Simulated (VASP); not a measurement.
# Cu in VASP: further runs, part 2 of 2

VASP 6.6.1.

## (3) Single point, PBE (10.52 Å³/atom)

Input file INCAR:

```
  PREC = Accurate
  ENCUT = 520
  EDIFF = 1E-7
  ISMEAR = 0
  SIGMA = 0.1
  LREAL = F
  LASPH = T
  NELM = 100
  ALGO = Fast
  ISIF = 2
  LWAVE = F
  LCHARG = F
  GGA = PE
  NBANDS = 12
```

Input file KPOINTS:

```
Automatic mesh
0
Gamma
  30 30 30
```

Input file POSCAR:

```
Cu
1.0
   -1.2298574808      1.2298574808      1.7383735806
    1.2298574808     -1.2298574808      1.7383735806
    1.2298574808      1.2298574808     -1.7383735806
Cu
1
Direct
    0.5000000000      0.5000000000      0.0000000000
```

Potentials or basis: VASP PAW PBE potentials, release 64 (Cu).

Command:

```
$ cat potpaw_PBE.64/Cu/POTCAR > POTCAR
$ mpirun -np 1 vasp_std > vasp.out
```

OUTCAR:

```text
PREC = Accurate
   ENCUT = 520
   EDIFF = 1E-7
   ISMEAR = 0
   LREAL = F
   LASPH = T
   NELM = 100
   ISIF = 2
   GGA = PE

 ion  position               nearest neighbor table
   1  0.500  0.500  0.000-

  LATTYP: Found a body centered tetragonal cell.
 ALAT       =     2.4597149616
 C/A-ratio  =     1.4134756325

  Lattice vectors:

 A1 = (  -1.2298574808,   1.2298574808,   1.7383735806)
 A2 = (   1.2298574808,  -1.2298574808,   1.7383735806)
 A3 = (   1.2298574808,   1.2298574808,  -1.7383735806)

Analysis of symmetry for initial positions (statically):
=====================================================================
 Subroutine PRICEL returns:
 Original cell was already a primitive cell.

 Routine SETGRP: Setting up the symmetry group for a
 body centered tetragonal supercell.

 Subroutine GETGRP returns: Found 16 space group operations
 (whereof 16 operations were pure point group operations)
 out of a pool of 16 trial point group operations.

The static configuration has the point symmetry D_4h.

Analysis of symmetry for dynamics (positions and initial velocities):
=====================================================================
 Subroutine PRICEL returns:
 Original cell was already a primitive cell.

 Routine SETGRP: Setting up the symmetry group for a
 body centered tetragonal supercell.

 Subroutine GETGRP returns: Found 16 space group operations
 (whereof 16 operations were pure point group operations)
 out of a pool of 16 trial point group operations.

The dynamic configuration has the point symmetry D_4h.

 Subroutine INISYM returns: Found 16 space group operations
 (whereof 16 operations are pure point group operations),
 and found     1 'primitive' translations

----------------------------------------------------------------------------------------

                                     Primitive cell

  volume of cell :      10.5175

  direct lattice vectors                    reciprocal lattice vectors
    -1.229857481  1.229857481  1.738373581     0.000000000  0.406551172  0.287625172
     1.229857481 -1.229857481  1.738373581     0.406551172  0.000000000  0.287625172
     1.229857481  1.229857481 -1.738373581     0.406551172  0.406551172  0.000000000

  length of vectors
     2.459073312  2.459073312  2.459073312     0.498008127  0.498008127  0.574950181

  position of ions in fractional coordinates (direct lattice)
     0.500000000  0.500000000  0.000000000

  ion indices of the primitive-cell ions
   primitive index   ion index
                 1           1

----------------------------------------------------------------------------------------

 KPOINTS: Automatic mesh

Automatic generation of k-mesh.
 Grid dimensions read from file:
 generate k-points for:   30   30   30

 Generating k-lattice:

  Cartesian coordinates                     Fractional coordinates (reciprocal lattice)
     0.000000000  0.013551706  0.009587506     0.033333333  0.000000000  0.000000000
     0.013551706  0.000000000  0.009587506     0.000000000  0.033333333  0.000000000
     0.013551706  0.013551706  0.000000000     0.000000000  0.000000000  0.033333333

  Length of vectors
     0.016600271  0.016600271  0.019165006

  Shift w.r.t. Gamma in fractional coordinates (k-lattice)
     0.000000000  0.000000000  0.000000000

 Subroutine IBZKPT returns following result:
 ===========================================

 Found   1992 irreducible k-points:

 Following reciprocal coordinates:
            Coordinates               Weight
  0.000000  0.000000  0.000000      1.000000
  0.033333 -0.000000  0.000000      8.000000
  0.066667  0.000000  0.000000      8.000000
  0.100000 -0.000000  0.000000      8.000000
  0.133333 -0.000000  0.000000      8.000000
  0.166667  0.000000  0.000000      8.000000
[... 16 lines left out ...]
  0.233333  0.033333 -0.000000     16.000000
  0.266667  0.033333  0.000000     16.000000
 [... further k-points ...]
   k-points           NKPTS =   1992   k-points in BZ     NKDIM =   1992   number of bands    NBANDS=     12
   number of dos      NEDOS =    301   number of ions     NIONS =      1
   total plane-waves  NPLWV =   5832
   dimension x,y,z NGX =    18 NGY =   18 NGZ =   18
   dimension x,y,z NGXF=    36 NGYF=   36 NGZF=   36
   ions per type =               1
   NGX,Y,Z   is equivalent  to a cutoff of  12.17, 12.17, 12.17 a.u.
   NGXF,Y,Z  is equivalent  to a cutoff of  24.34, 24.34, 24.34 a.u.
 SYSTEM =  unknown system
   PREC   = accura    normal or accurate (medium, high low for compatibility)
   ISTART =      0    job   : 0-new  1-cont  2-samecut
   ICHARG =      2    charge: 1-file 2-atom 10-const
   ISPIN  =      1    spin polarized calculation?
   LNONCOLLINEAR =      F non collinear calculations
   LSORBIT =      F    spin-orbit coupling
   LASPH  =      T    aspherical Exc in radial PAW
   ENCUT  =  520.0 eV  38.22 Ry    6.18 a.u.   4.57  4.57  4.57*2*pi/ulx,y,z
   NELM   =    100;   NELMIN=  2; NELMDL= -5     # of ELM steps
   EDIFF  = 0.1E-06   stopping-criterion for ELM
   LREAL  =      F    real-space projection
   EDIFFG = 0.1E-05   stopping-criterion for IOM
   NSW    =      0    number of steps for IOM
   IBRION =     -1    ionic relax: 0-MD 1-quasi-New 2-CG
   NFREE  =      0    steps in history (QN), initial steepest desc. (CG)
   ISIF   =      2    stress and relaxation
   ISYM   =      2    0-nonsym 1-usesym 2-fastsym
   POTIM  = 0.5000    time-step for ionic-motion
   TEBEG  =    0.0;   TEEND  =   0.0 temperature during run
   PSTRESS=    0.0 pullay stress
   NELECT =      11.0000    total number of electrons
   NUPDOWN=      -1.0000    fix difference up-down
   EMIN   =  10.00;   EMAX   =-10.00  energy-range for DOS
   EFERMI =   0.00;   METHOD = LEGACY
   ISMEAR =     0;   SIGMA  =   0.10  broadening in eV -4-tet -1-fermi 0-gaus
   EFERMI_NEDOS =   21; number of points for ismear=-14 and -15
   IALGO  =     68    algorithm
   IMIX   =      4    mixing-type and parameters
     AMIX     =   0.40;   BMIX     =  1.00
     AMIX_MAG =   1.60;   BMIX_MAG =  1.00
  volume/ion in A,a.u.               =      10.52        70.98
  Fermi-wavevector in a.u.,A,eV,Ry     =   1.661759  3.140270 37.571735  2.761445
  Thomas-Fermi vector in A             =   2.748767
   LORBIT       =      0    0 simple, 1 ext, 2 COOP (PROOUT), +10 PAW based schemes
   GGA     = PE    functional components
   LHFCALC =     F    Hartree Fock is set to
   AEXX    =    0.0000 exact exchange contribution
   IVDW    =     0    specifies the selected vdW correction
   LEPSILON=     F    determine dielectric tensor
   LRPA    =     F    only Hartree local field effects (RPA)
 non-spin polarized calculation
 RMM-DIIS sequential band-by-band and
 Gauss-broadening in eV      SIGMA  =   0.10
  energy-cutoff  :      520.00
  volume of cell :       10.52
 maximum number of plane-waves:       296
   NGX =  9   NGY =  9   NGZ =  9

 number of electron      10.9999989 magnetization

 Free energy of the ion-electron system (eV)
  ---------------------------------------------------
  ext. energy  EPLUGINS =         0.00000000
  ---------------------------------------------------
  free energy    TOTEN  =        -3.62509850 eV

  energy without entropy =       -3.62387155  energy(sigma->0) =       -3.62448502

 E-fermi :   9.1578     XC(G=0): -13.4135

 val. band max:        9.1382987609   @ k =  -0.3333  -0.4333   0.3000
 cond. band min:       9.1741123289   @ k =  -0.1333   0.4667   0.0667
 fundamental gap:      0.0358135680
 Fermi energy:         9.1577795060

 k-point     1 :       0.0000    0.0000    0.0000
  band No.  band energies     occupation
      1      -1.1569      2.00000
      2       5.7034      2.00000
      3       5.7034      2.00000
      4       5.7063      2.00000
      5       6.6870      2.00000
      6       6.6900      2.00000
      7      32.6271      0.00000
      8      36.1945      0.00000
      9      36.1945      0.00000
     10      36.1988      0.00000
     11      38.8459      0.00000
     12      38.8476      0.00000
[... 331 lines left out ...]
 k-point    24 :       0.2667    0.0333    0.0000
  band No.  band energies     occupation
      1       1.6177      2.00000
      2       5.3944      2.00000
      3       5.8598      2.00000
      4       5.8790      2.00000
      5       6.7869      2.00000
      6       6.9590      2.00000
      7      21.2030      0.00000
      8      31.3654      0.00000
      9      33.4011      0.00000
     10      34.7623      0.00000
     11      37.9968      0.00000
     12      39.1454      0.00000

 [... further k-points ...]

------------------------ aborting loop because EDIFF is reached ----------------------------------------

  FORCE on cell =-STRESS in cart. coord.  units (eV):
  Direction    XX          YY          ZZ          XY          YZ          ZX
  --------------------------------------------------------------------------------------
  -------------------------------------------------------------------------------------
  Total        1.6668193      1.6668193      1.6697513      0.0000000     -0.0000000     -0.0000000
  in kB      253.9138768    253.9138768    254.3605203      0.0000000     -0.0000000     -0.0000000
  external PRESSURE =     254.0627580 kB  Pullay stress =       0.0000000 kB

 VOLUME and BASIS-vectors are now :
 -----------------------------------------------------------------------------
  energy-cutoff  :      520.00
  volume of cell :       10.52
      direct lattice vectors                 reciprocal lattice vectors
    -1.229857481  1.229857481  1.738373581     0.000000000  0.406551172  0.287625172
     1.229857481 -1.229857481  1.738373581     0.406551172  0.000000000  0.287625172
     1.229857481  1.229857481 -1.738373581     0.406551172  0.406551172  0.000000000

 POSITION                                       TOTAL-FORCE (eV/Angst)
 -----------------------------------------------------------------------------------
      0.00000      0.00000      1.73837        -0.000000      0.000000      0.000000
 -----------------------------------------------------------------------------------
    total drift:                                0.000000      0.000000     -0.000000

  FREE ENERGIE OF THE ION-ELECTRON SYSTEM (eV)
  ---------------------------------------------------
  free  energy   TOTEN  =        -3.6250984969 eV

  energy  without entropy=       -3.6238715528  energy(sigma->0) =       -3.62448502
```

Wall time 9.4 min (1 thread of Intel Xeon 8259CL, shared host); peak memory 0.35 GiB.

What came out:

| Property | Result |
| --- | --- |
| Free energy | -3.6251 eV |
| Pressure | 25.4 GPa |
| Band gap on the k mesh | zero (an odd number of electrons rules out a gap without spin polarisation) |

Levels at points of the mesh, in eV from the Fermi level:
```tsv
k point	band 3	band 4	band 5	band 6	band 7	band 8	band 9	band 10
(0.00, 0.00, 0.00)	-3.45	-3.45	-2.47	-2.47	23.47	27.04	27.04	27.04
(0.50, 0.00, 0.00)	-3.50	-1.79	-1.79	-1.40	4.34	21.91	23.89	23.90
(0.50, 0.50, 0.00)	-1.81	-1.62	-1.62	1.37	7.91	13.97	13.97	18.78
(0.50, 0.50, 0.50)	-1.81	-1.62	-1.62	1.38	7.93	13.96	13.96	18.77
```

Caveat: the cell stands under pressure.

## (4) Single point, PBE (10.88 Å³/atom)

Input file INCAR:

```
SYSTEM = Cu
PREC = Accurate ; ENCUT = 520
EDIFF = 1E-6 ; ISMEAR = 0
SIGMA = 0.1 ; LREAL = .False.
LASPH = .True. ; NELM = 60
ALGO = Fast ; ISIF = 2
LWAVE = .False. ; LCHARG = .False.
GGA = PE ; NBANDS = 12
```

Input file KPOINTS:

```
regular mesh
0
Gamma
  30 30 30
  0 0 0
```

Input file POSCAR:

```
Cu
1.0
   -1.2436772609      1.2436772609      1.7579075031
    1.2436772609     -1.2436772609      1.7579075031
    1.2436772609      1.2436772609     -1.7579075031
Cu
1
Direct
    0.5000000000      0.5000000000      0.0000000000
```

Command:

```
$ cat potpaw_PBE.64/Cu/POTCAR > POTCAR
$ mpirun -np 1 vasp_std > vasp.out
```

Run time: 7.3 min. Hardware: 1 thread of Intel Xeon 8259CL, shared host; peak memory 0.35 GiB.

Results (log left out):

* Free energy: -3.6730 eV
* Pressure: 17.8 GPa
* Band gap on the k mesh: zero (an odd number of electrons rules out a gap without spin polarisation)

Levels at points of the mesh, in eV from the Fermi level:
```csv
k point,band 4,band 5,band 6,band 7,band 8,band 9
"(0.00, 0.00, 0.00)",-3.33,-2.40,-2.40,23.21,26.51,26.51
"(0.50, 0.00, 0.00)",-1.75,-1.75,-1.29,4.16,21.67,23.34
"(0.50, 0.50, 0.00)",-1.59,-1.59,1.40,7.67,13.71,13.71
"(0.50, 0.50, 0.50)",-1.59,-1.59,1.41,7.68,13.69,13.69
```

Caveat: the cell stands under pressure.

## (5) Single point, PBE (11.23 Å³/atom)

Input file INCAR:

```
  PREC = Accurate
  ENCUT = 520
  EDIFF = 1E-7
  ISMEAR = 0
  SIGMA = 0.1
  LREAL = F
  LASPH = T
  NELM = 60
  ALGO = Fast
  ISIF = 2
  LWAVE = F
  LCHARG = T
  GGA = PE
  LELF = T
  LVHAR = T
  NBANDS = 12
```

Input file KPOINTS:

```
regular mesh
0
Gamma
  30 30 30
```

Input file POSCAR:

```
Cu
1.0
   -1.2571965511      1.2571965511      1.7770166904
    1.2571965511     -1.2571965511      1.7770166904
    1.2571965511      1.2571965511     -1.7770166904
Cu
1
Direct
    0.5000000000      0.5000000000      0.0000000000
```

Command:

```
$ cat potpaw_PBE.64/Cu/POTCAR > POTCAR
$ mpirun -np 1 vasp_std > vasp.out
```

Wall time 10 min (1 thread of Intel Xeon 8259CL, shared host); peak memory 0.36 GiB.

The run converged. Its results:

```
Free energy            : -3.7046 eV
Pressure               : 11.2 GPa
Band gap on the k mesh : zero (an odd number of electrons rules out a gap without spin polarisation)
```

Levels at points of the mesh, in eV from the Fermi level:
```csv
k point,band 3,band 4,band 5,band 6,band 7,band 8,band 9,band 10
"(0.00, 0.00, 0.00)",-3.22,-3.22,-2.33,-2.33,22.96,26.00,26.00,26.00
"(0.50, 0.00, 0.00)",-3.25,-1.72,-1.72,-1.18,3.98,21.43,22.82,22.84
"(0.50, 0.50, 0.00)",-1.74,-1.56,-1.56,1.43,7.43,13.45,13.45,18.07
"(0.50, 0.50, 0.50)",-1.74,-1.56,-1.56,1.44,7.45,13.44,13.44,18.06
```

Caveat: the cell stands under pressure.

## (6) Summary

| cell | k mesh | gap on the mesh (eV) | pressure (GPa) |
| --- | --- | --- | --- |
| a = 2.537, b = 2.541, c = 3.718 Å, 2 atoms, atomic positions A | 6 × 6 × 6 | none | 0.9 |
| a = 2.459 Å, angles 120.0, 120.0, 90.0°, 1 atom, atomic positions B | 30 × 30 × 30 | none | 25.4 |
| a = 2.487 Å, angles 120.0, 120.0, 90.0°, 1 atom, atomic positions B | 30 × 30 × 30 | none | 17.8 |
| a = 2.514 Å, angles 120.0, 120.0, 90.0°, 1 atom, atomic positions B | 30 × 30 × 30 | none | 11.2 |

Alike in all rows: task single point; level PBE; potentials or basis VASP PAW PBE potentials, release 64 (Cu); no spin polarisation; cutoff (eV) 520; smearing gaussian 0.1 eV.

Caveats: some runs use coarse meshes; the cell stands under pressure (at least some runs).

Total energies depend on the potentials used, so only differences within one code and one set of settings carry meaning.
